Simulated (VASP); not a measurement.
# KCl: single point with PBE0

Crystal: KCl.

```
K Cl
1.0
     3.86462    0.00000    0.00000
     0.00000    3.86462    0.00000
     0.00000    0.00000    3.86462
K Cl
1 1
Cartesian
  0.0000 0.0000 0.0000
  1.9323 1.9323 1.9323
```

```
Program                            : VASP 6.6.1
Task                               : single point
Functional                         : PBE0
Potentials or basis                : VASP PAW PBE potentials, release 64 (K_sv, Cl)
Cutoff                             : 520 eV
k mesh                             : 4 × 4 × 4
Occupations                        : fermi-dirac, width 0.05 eV
Spin                               : no spin polarisation
Dipole correction                  : no
Grid for exact exchange (PRECFOCK) : Normal
Further INCAR settings             : ALGO = Normal; EDIFF = 1e-07; NBANDS = 15
Share of exact exchange            : 0.25
```

```
Pressure               : -0.9 GPa
Band gap on the k mesh : 6.77 eV (least direct gap 6.99 eV)
```

Levels at points of the mesh, in eV from the valence-band top:
```tsv
k point	band 4	band 5	band 6	band 7	band 8	band 9	band 10	band 11	band 12	band 13
(0.00, 0.00, 0.00)	-12.26	-12.26	-0.22	-0.22	-0.22	6.77	8.77	8.77	13.23	13.23
(0.50, 0.00, 0.00)	-12.23	-12.16	-1.82	-0.21	-0.21	9.73	10.25	10.41	12.29	13.05
(0.50, 0.50, 0.00)	-12.48	-12.21	-1.27	-1.27	0.00	8.30	9.51	11.34	11.34	13.46
(0.50, 0.50, 0.50)	-12.42	-12.42	-1.36	-1.36	-1.36	10.87	10.87	10.87	12.35	12.35
```

Wall time 2.8 min on 1 thread of Intel(R) Xeon(R) 6975P-C (Granite Rapids), on a shared host, peak memory 0.18 GiB.

Caveat: the PAW data sets were made with another functional, which shifts forces and pressure a little. A k mesh can miss the band edges.
